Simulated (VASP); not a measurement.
Wanted: the native input for a VASP 6.6.1 run.

- Task: single point
- Functional: PBEsol
- Potentials or basis: VASP PAW PBE potentials, release 64 (Al, Cu)
- Cutoff: 520 eV
- k mesh: 10 × 10 × 14
- Occupations: gaussian, width 0.1 eV
- Spin: no spin polarisation
- Dipole correction: no
- Further INCAR settings: ALGO = Normal; EDIFF = 1e-06; NBANDS = 16

The structure of Al2Cu lies in POSCAR:

```
Al2Cu
1.0
    4.0841722956      0.0000000000      0.0000000000
    0.0000000000      4.0841722956      0.0000000000
    0.0000000000      0.0000000000      2.8463946368
Al Cu
2 1
Direct
    0.5000000000      0.0000000000      0.5000000000
    0.0000000000      0.5000000000      0.5000000000
    0.0000000000      0.0000000000      0.0000000000
```

The input as run:

INCAR

```
PREC = Accurate ; ENCUT = 520
EDIFF = 1E-6 ; ISMEAR = 0
SIGMA = 0.1 ; LREAL = False
LASPH = True ; NELM = 60
ALGO = Normal ; ISIF = 2
LWAVE = False ; LCHARG = False
GGA = PS ; NBANDS = 16
```

KPOINTS

```
Automatic mesh
0
Gamma
  10 10 14
```

Potentials or basis: VASP PAW PBE potentials, release 64 (Al, Cu).

Run with:

```console
$ cat potpaw_PBE.64/Al/POTCAR potpaw_PBE.64/Cu/POTCAR > POTCAR
$ mpirun -np 1 vasp_std > vasp.out
```

It gave:

The pressure is 0.2 GPa.

Caveat: the PAW data sets were made with another functional, which shifts forces and pressure a little.

It took 2.2 min on 1 thread of AMD EPYC 7R43 64-Core Processor (Zen 3) (shared host), peak memory 0.21 GiB.
